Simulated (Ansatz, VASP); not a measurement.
Ir in VASP and in Ansatz

```
Ir
1.0
     0.00000    1.82643    1.82643
     1.82643    0.00000    1.82643
     1.82643    1.82643    0.00000
Ir
1
Direct
  0.00000 0.00000 0.00000
```

Change from the starting cell: volume scaled by 0.88, LAPW.

Alike in both runs: task single point; functional LDA; k mesh 19 × 19 × 19; occupations fermi-dirac, width 0.08 eV; no spin polarisation.

```csv
,VASP,Ansatz
version,VASP 6.6.1,Ansatz 0.2.0
potentials or method,"VASP PAW LDA potentials, release 64 (Ir), cutoff 520 eV","all-electron LAPW, scalar-relativistic"
```

VASP gave:

```
pressure (GPa) : 75.8
```

Problem. Which values does Ansatz return?

Solution. Pressure (GPa): 70.9.

LDA's correlation is that of Perdew and Zunger in VASP and of Perdew and Wang (1992) in Ansatz. Both programs put the cell under a high pressure, so it lies far from rest at this level. Ansatz ran all-electron here, and VASP with PAW potentials.

Neither program's run includes spin-orbit coupling. Noted on VASP's run: the cell as given lies far from equilibrium.
